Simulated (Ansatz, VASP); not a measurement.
Cu in VASP and in Ansatz

```
CELL_PARAMETERS angstrom
1.19887 -3.90719 0.00000
1.19887 3.90719 0.00000
0.00000 0.00000 2.43570
ATOMIC_POSITIONS crystal
Cu 0.02699 0.75948 0.25000
Cu 0.97301 0.24052 0.75000
```

Change from the starting cell: mode 4 frozen in at -0.256 Å and mode 5 at +0.000 Å (largest displacements).

Alike in both runs: task single point; functional LDA; k mesh 20 × 20 × 18; occupations gaussian, width 0.15 eV; no spin polarisation.

```csv
,VASP,Ansatz
version,VASP 6.6.1,Ansatz 0.2.0
potentials or method,"VASP PAW LDA potentials, release 64 (Cu), cutoff 520 eV","scalar-relativistic, plane waves, PAW"
valence electrons in the cell,22,38
```

|  | VASP | Ansatz | Ansatz less VASP |
| --- | --- | --- | --- |
| gap on the k mesh at the Fermi level (eV) | none | none | - |
| pressure (GPa) | 2.9 | 2.6 | -0.32 |
| traceless stress, the component that is largest in VASP (GPa) | 11.96 | 11.84 | -0.117 |
| rms of the force components (eV/Å) | 0.684 | 0.676 | -0.0078 |

Ansatz warns that its potentials were made for another functional, while VASP's fit it. LDA's correlation is that of Perdew and Zunger in VASP and of Perdew and Wang (1992) in Ansatz. Atom by atom the forces differ by 0.008 eV/Å (rms over components). A gap of «none» marks a metal or a gap that the smearing closes. VASP's potentials hold 22 valence electrons a cell and Ansatz's 38, so a difference there can come from the potentials and not from the codes.
